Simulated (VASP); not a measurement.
# Zr in VASP: further runs

The runs below take Zr through single point, with PBE.

Everything below comes from runs of VASP 6.6.1. Logs are shortened: lines on timing, memory, paths and dates and some standing lists are left out, and cuts for length are marked.

## 1. The cell of the first run

Symmetry: Im-3m, No. 229, cubic system. Conventional cell: a = 3.644 Å, b = 3.644 Å, c = 3.644 Å, α = 90.00°, β = 90.00°, γ = 90.00°. Zr (site symmetry m-3m) has 14 Zr at 3.16 to 3.64 Å within 4.2 Å.

## 2. Single point, PBE

The input, INCAR:

```
SYSTEM = Zr
PREC     = Accurate       ! precision mode
ENCUT    = 520            ! plane-wave cutoff, eV
EDIFF    = 1E-7           ! SCF threshold, eV
ISMEAR   = -1             ! smearing method
SIGMA    = 0.05           ! smearing width, eV
LREAL    = .FALSE.        ! projectors in reciprocal space
LASPH    = .TRUE.         ! aspherical terms in the spheres
NELM     = 60             ! most SCF steps
ALGO     = Normal         ! electronic algorithm
ISIF     = 2              ! what is computed and relaxed
LWAVE    = .FALSE.        ! write WAVECAR
LCHARG   = .FALSE.        ! write CHGCAR
GGA      = PE             ! functional
NBANDS   = 12             ! bands
```

The input, KPOINTS:

```
regular mesh
0
G
  10 10 10
  0 0 0
```

The input, POSCAR:

```
Zr
1.0
   -1.8219871043      1.8219871043      1.8219871043
    1.8219871043     -1.8219871043      1.8219871043
    1.8219871043      1.8219871043     -1.8219871043
Zr
1
Direct
    0.0000000000      0.0000000000      0.0000000000
```

Potentials or basis: VASP PAW PBE potentials, release 64 (Zr_sv).

Command:

```
$ cat potpaw_PBE.64/Zr_sv/POTCAR > POTCAR
$ mpirun -np 1 vasp_std > vasp.out
```

OUTCAR:

```text
SYSTEM = Zr
   PREC = Accurate
   ENCUT = 520
   EDIFF = 1E-7
   ISMEAR = -1
   LREAL = .FALSE.
   LASPH = .TRUE.
   NELM = 60
   ISIF = 2
   GGA = PE

 ion  position               nearest neighbor table
   1  0.000  0.000  0.000-

  LATTYP: Found a body centered cubic cell.
 ALAT       =     3.6439742086

  Lattice vectors:

 A1 = (  -1.8219871043,   1.8219871043,   1.8219871043)
 A2 = (   1.8219871043,  -1.8219871043,   1.8219871043)
 A3 = (   1.8219871043,   1.8219871043,  -1.8219871043)

Analysis of symmetry for initial positions (statically):
=====================================================================
 Subroutine PRICEL returns:
 Original cell was already a primitive cell.

 Routine SETGRP: Setting up the symmetry group for a
 body centered cubic supercell.

 Subroutine GETGRP returns: Found 48 space group operations
 (whereof 48 operations were pure point group operations)
 out of a pool of 48 trial point group operations.

The static configuration has the point symmetry O_h .

Analysis of symmetry for dynamics (positions and initial velocities):
=====================================================================
 Subroutine PRICEL returns:
 Original cell was already a primitive cell.

 Routine SETGRP: Setting up the symmetry group for a
 body centered cubic supercell.

 Subroutine GETGRP returns: Found 48 space group operations
 (whereof 48 operations were pure point group operations)
 out of a pool of 48 trial point group operations.

The dynamic configuration has the point symmetry O_h .

 Subroutine INISYM returns: Found 48 space group operations
 (whereof 48 operations are pure point group operations),
 and found     1 'primitive' translations

----------------------------------------------------------------------------------------

                                     Primitive cell

  volume of cell :      24.1933

  direct lattice vectors                    reciprocal lattice vectors
    -1.821987104  1.821987104  1.821987104     0.000000000  0.274425653  0.274425653
     1.821987104 -1.821987104  1.821987104     0.274425653  0.000000000  0.274425653
     1.821987104  1.821987104 -1.821987104     0.274425653  0.274425653  0.000000000

  length of vectors
     3.155774235  3.155774235  3.155774235     0.388096480  0.388096480  0.388096480

  position of ions in fractional coordinates (direct lattice)
     0.000000000  0.000000000  0.000000000

  ion indices of the primitive-cell ions
   primitive index   ion index
                 1           1

----------------------------------------------------------------------------------------

 KPOINTS: regular mesh

Automatic generation of k-mesh.
 Grid dimensions read from file:
 generate k-points for:   10   10   10

 Generating k-lattice:

  Cartesian coordinates                     Fractional coordinates (reciprocal lattice)
     0.000000000  0.027442565  0.027442565     0.100000000  0.000000000  0.000000000
     0.027442565  0.000000000  0.027442565     0.000000000  0.100000000  0.000000000
     0.027442565  0.027442565  0.000000000     0.000000000  0.000000000  0.100000000

  Length of vectors
     0.038809648  0.038809648  0.038809648

  Shift w.r.t. Gamma in fractional coordinates (k-lattice)
     0.000000000  0.000000000  0.000000000

 Subroutine IBZKPT returns following result:
 ===========================================

 Found     47 irreducible k-points:

 Following reciprocal coordinates:
            Coordinates               Weight
  0.000000  0.000000  0.000000      1.000000
  0.100000  0.000000  0.000000     12.000000
  0.200000  0.000000  0.000000     12.000000
  0.300000  0.000000  0.000000     12.000000
  0.400000  0.000000  0.000000     12.000000
  0.500000  0.000000  0.000000      6.000000
[... 16 lines left out ...]
  0.300000  0.300000  0.100000      8.000000
 -0.300000  0.300000  0.100000     24.000000
 [... further k-points ...]
   k-points           NKPTS =     47   k-points in BZ     NKDIM =     47   number of bands    NBANDS=     12
   number of dos      NEDOS =    301   number of ions     NIONS =      1
   total plane-waves  NPLWV =  13824
   dimension x,y,z NGX =    24 NGY =   24 NGZ =   24
   dimension x,y,z NGXF=    48 NGYF=   48 NGZF=   48
   ions per type =               1
   NGX,Y,Z   is equivalent  to a cutoff of  12.64, 12.64, 12.64 a.u.
   NGXF,Y,Z  is equivalent  to a cutoff of  25.29, 25.29, 25.29 a.u.
 SYSTEM =  Zr
   PREC   = accura    normal or accurate (medium, high low for compatibility)
   ISTART =      0    job   : 0-new  1-cont  2-samecut
   ICHARG =      2    charge: 1-file 2-atom 10-const
   ISPIN  =      1    spin polarized calculation?
   LNONCOLLINEAR =      F non collinear calculations
   LSORBIT =      F    spin-orbit coupling
   LASPH  =      T    aspherical Exc in radial PAW
   ENCUT  =  520.0 eV  38.22 Ry    6.18 a.u.   5.87  5.87  5.87*2*pi/ulx,y,z
   NELM   =     60;   NELMIN=  2; NELMDL= -5     # of ELM steps
   EDIFF  = 0.1E-06   stopping-criterion for ELM
   LREAL  =      F    real-space projection
   EDIFFG = 0.1E-05   stopping-criterion for IOM
   NSW    =      0    number of steps for IOM
   IBRION =     -1    ionic relax: 0-MD 1-quasi-New 2-CG
   NFREE  =      0    steps in history (QN), initial steepest desc. (CG)
   ISIF   =      2    stress and relaxation
   ISYM   =      2    0-nonsym 1-usesym 2-fastsym
   POTIM  = 0.5000    time-step for ionic-motion
   TEBEG  =    0.0;   TEEND  =   0.0 temperature during run
   PSTRESS=    0.0 pullay stress
   NELECT =      12.0000    total number of electrons
   NUPDOWN=      -1.0000    fix difference up-down
   EMIN   =  10.00;   EMAX   =-10.00  energy-range for DOS
   EFERMI =   0.00;   METHOD = LEGACY
   ISMEAR =    -1;   SIGMA  =   0.05  broadening in eV -4-tet -1-fermi 0-gaus
   EFERMI_NEDOS =   21; number of points for ismear=-14 and -15
   IALGO  =     38    algorithm
   IMIX   =      4    mixing-type and parameters
     AMIX     =   0.40;   BMIX     =  1.00
     AMIX_MAG =   1.60;   BMIX_MAG =  1.00
  volume/ion in A,a.u.               =      24.19       163.26
  Fermi-wavevector in a.u.,A,eV,Ry     =   1.295895  2.448887 22.848875  1.679345
  Thomas-Fermi vector in A             =   2.427386
   LORBIT       =      0    0 simple, 1 ext, 2 COOP (PROOUT), +10 PAW based schemes
   GGA     = PE    functional components
   LHFCALC =     F    Hartree Fock is set to
   AEXX    =    0.0000 exact exchange contribution
   IVDW    =     0    specifies the selected vdW correction
   LEPSILON=     F    determine dielectric tensor
   LRPA    =     F    only Hartree local field effects (RPA)
 non-spin polarized calculation
  energy-cutoff  :      520.00
  volume of cell :       24.19
 maximum number of plane-waves:       682
   NGX = 11   NGY = 11   NGZ = 11

 number of electron      12.0000000 magnetization

 Free energy of the ion-electron system (eV)
  ---------------------------------------------------
  ext. energy  EPLUGINS =         0.00000000
  ---------------------------------------------------
  free energy    TOTEN  =        -8.42520732 eV

  energy without entropy =       -8.40878053  energy(sigma->0) =       -8.41699393

 E-fermi :   8.3355     XC(G=0): -10.9033

 val. band max:        8.3121899990   @ k =   0.2000   0.2000   0.0000
 cond. band min:       8.3517872233   @ k =   0.3000   0.2000   0.1000
 fundamental gap:      0.0395972243
 Fermi energy:         8.3355451919

 k-point     1 :       0.0000    0.0000    0.0000
  band No.  band energies     occupation
      1     -40.2774      2.00000
      2     -17.8413      2.00000
      3     -17.8413      2.00000
      4     -17.8413      2.00000
      5       2.9936      2.00000
      6       9.3986      0.00000
      7       9.3986      0.00000
      8       9.3986      0.00000
      9      11.7662      0.00000
     10      11.7662      0.00000
     11      20.5547      0.00000
     12      20.5547      0.00000

 k-point     2 :       0.1000    0.0000    0.0000
  band No.  band energies     occupation
      1     -40.2652      2.00000
      2     -17.9277      2.00000
      3     -17.8681      2.00000
      4     -17.8419      2.00000
      5       3.3151      2.00000
      6       9.1912      0.00000
      7       9.3161      0.00000
      8       9.7102      0.00000
      9      11.4830      0.00000
     10      11.7678      0.00000
     11      20.8076      0.00000
     12      21.1340      0.00000

 k-point     3 :       0.2000    0.0000    0.0000
  band No.  band energies     occupation
      1     -40.2333      2.00000
      2     -18.1483      2.00000
      3     -17.9372      2.00000
      4     -17.8433      2.00000
      5       4.1690      2.00000
      6       8.7070      0.00119
      7       8.9427      0.00001
      8      10.6109      0.00000
      9      11.2649      0.00000
     10      11.8199      0.00000
     11      20.9443      0.00000
     12      22.0467      0.00000
[... 286 lines left out ...]
 k-point    23 :       0.3000    0.3000    0.1000
  band No.  band energies     occupation
      1     -40.1387      2.00000
      2     -18.3831      2.00000
      3     -18.3831      2.00000
      4     -18.0244      2.00000
      5       7.1402      2.00000
      6       7.9719      1.99861
      7       7.9719      1.99861
      8      12.3336      0.00000
      9      12.3336      0.00000
     10      15.8612      0.00000
     11      17.6494      0.00000
     12      17.6494      0.00000

 k-point    24 :      -0.3000    0.3000    0.1000
  band No.  band energies     occupation
      1     -40.1836      2.00000
      2     -18.3989      2.00000
      3     -18.0511      2.00000
      4     -17.9083      2.00000
      5       5.4153      2.00000
      6       8.4856      0.09484
      7       8.4920      0.08384
      8      10.7120      0.00000
      9      11.8751      0.00000
     10      12.4665      0.00000
     11      19.8684      0.00000
     12      21.4256      0.00000

 [... further k-points ...]
[... 5 lines left out ...]
  --------------------------------------------------------------------------------------
  -------------------------------------------------------------------------------------
  Total       -0.7193225     -0.7193225     -0.7193225     -0.0000000      0.0000000     -0.0000000
  in kB      -47.6363361    -47.6363361    -47.6363361     -0.0000000      0.0000000     -0.0000000
  external PRESSURE =     -47.6363361 kB  Pullay stress =       0.0000000 kB

 VOLUME and BASIS-vectors are now :
 -----------------------------------------------------------------------------
  energy-cutoff  :      520.00
  volume of cell :       24.19
      direct lattice vectors                 reciprocal lattice vectors
    -1.821987104  1.821987104  1.821987104     0.000000000  0.274425653  0.274425653
     1.821987104 -1.821987104  1.821987104     0.274425653  0.000000000  0.274425653
     1.821987104  1.821987104 -1.821987104     0.274425653  0.274425653  0.000000000

 POSITION                                       TOTAL-FORCE (eV/Angst)
 -----------------------------------------------------------------------------------
      0.00000      0.00000      0.00000         0.000000      0.000000     -0.000000
 -----------------------------------------------------------------------------------
    total drift:                               -0.000000     -0.000000      0.000000

  FREE ENERGIE OF THE ION-ELECTRON SYSTEM (eV)
  ---------------------------------------------------
  free  energy   TOTEN  =        -8.4252073219 eV

  energy  without entropy=       -8.4087805315  energy(sigma->0) =       -8.41699393
```

It took 15 s on 1 thread of AMD EPYC 7R43 (Zen 3), shared host; peak memory 0.11 GiB.

What came out:

* Free energy: -8.4252 eV
* Pressure: -4.8 GPa
* Band gap on the k mesh: zero (band 6 reaches 9.40 eV, above the bottom of band 7 at 7.60 eV)

## 3. Single point, PBE (the cell strained at random)

The input, INCAR:

```
SYSTEM = Zr
  ALGO = Fast
  EDIFF = 1E-6
  ENCUT = 520
  GGA = PE
  ISIF = 2
  ISMEAR = -1
  LASPH = .TRUE.
  LCHARG = .FALSE.
  LREAL = .FALSE.
  LWAVE = .FALSE.
  NBANDS = 12
  NELM = 60
  PREC = Accurate
  SIGMA = 0.05
```

The input, KPOINTS:

```
k-points
0
G
  10 10 10
  0 0 0
```

The input, POSCAR:

```
Zr
1.0
   -1.8442710000      1.8602350000      1.7745700000
    1.8791240000     -1.8714960000      1.8206840000
    1.7505400000      1.7777650000     -1.7858310000
Zr
1
Direct
    0.0223870000     -0.0039880000      0.0120070000
```

Potentials or basis: VASP PAW PBE potentials, release 64 (Zr_sv).

Command:

```
$ cat potpaw_PBE.64/Zr_sv/POTCAR > POTCAR
$ mpirun -np 1 vasp_std > vasp.out
```

It took 3 min on 1 thread of AMD EPYC 7R43 (Zen 3), shared host; peak memory 0.21 GiB.

It converged, with:

- Free energy: -8.4310 eV
- Pressure: -3.3 GPa
- Band gap on the k mesh: zero (band 6 reaches 9.47 eV, above the bottom of band 7 at 7.90 eV)

Stress tensor (GPa, compression positive):
```
-3.26  1.40 -0.59
 1.40 -3.27  0.35
-0.59  0.35 -3.42
```

Levels at points of the mesh, in eV from the Fermi level:
```
           k point  band 3  band 4  band 5  band 6  band 7  band 8  band 9  band 10
(0.00, 0.00, 0.00)  -26.08  -26.03   -5.35    0.78    0.96    1.48    3.52     3.61
(0.50, 0.00, 0.00)  -26.39  -26.08   -2.74   -0.68    1.55    3.53    4.15     6.16
(0.00, 0.50, 0.00)  -26.36  -26.07   -2.74   -0.74    1.41    3.65    4.28     6.03
(0.50, 0.50, 0.00)  -26.31  -26.05   -2.77   -0.68    1.15    3.65    4.39     5.91
(0.00, 0.00, 0.50)  -26.43  -26.12   -2.73   -0.49    1.79    3.21    3.80     6.37
(0.50, 0.00, 0.50)  -26.40  -26.10   -2.73   -0.68    1.65    3.49    4.07     6.21
(0.00, 0.50, 0.50)  -26.36  -26.09   -2.74   -0.68    1.48    3.55    4.19     6.06
(0.50, 0.50, 0.50)  -26.71  -26.64   -2.48   -2.47    5.07    5.53    5.87     6.98
```

Caveat: the cell differs from its parent crystal (the cell strained at random).
